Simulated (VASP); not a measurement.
The system is W.

```xyz
1
Lattice="0.0000 2.0164 2.0164 2.0164 0.0000 2.0164 2.0164 2.0164 0.0000" Properties=species:S:1:pos:R:3 pbc="T T T"
W     0.0000    0.0000    0.0000
```

Base run:

```yaml
Program: VASP 6.6.1
Functional: r2SCAN
Potentials_or_basis: VASP PAW PBE potentials, release 64 (W_sv)
Cutoff: 520 eV
k_mesh: 11 × 11 × 11
Occupations: fermi-dirac, width 0.05 eV
Spin: no spin polarisation
```

Its results: band gap on the k mesh zero (band 7 reaches 12.99 eV, above the bottom of band 8 at 9.77 eV); pressure -2.8 GPa.

**Question.** After a change of settings the same cell gave: band gap on the k mesh zero (band 7 reaches 13.17 eV, above the bottom of band 8 at 9.94 eV); pressure 1.3 GPa. Which change was it?
A. functional from r2SCAN to PBEsol
B. functional from r2SCAN to PBE; further incar settings from ALGO = Normal; EDIFF = 1e-06; NBANDS = 13 to ALGO = Normal; EDIFF = 1e-07; NBANDS = 13
C. functional from r2SCAN to LDA; potentials or basis from VASP PAW PBE potentials, release 64 (W_sv) to VASP PAW LDA potentials, release 64 (W_sv)

**Answer.** B.

Caveats: spin-orbit coupling is left out, which moves the levels of the heavy elements; the PAW data sets were made with another functional, which shifts forces and pressure a little (some runs).
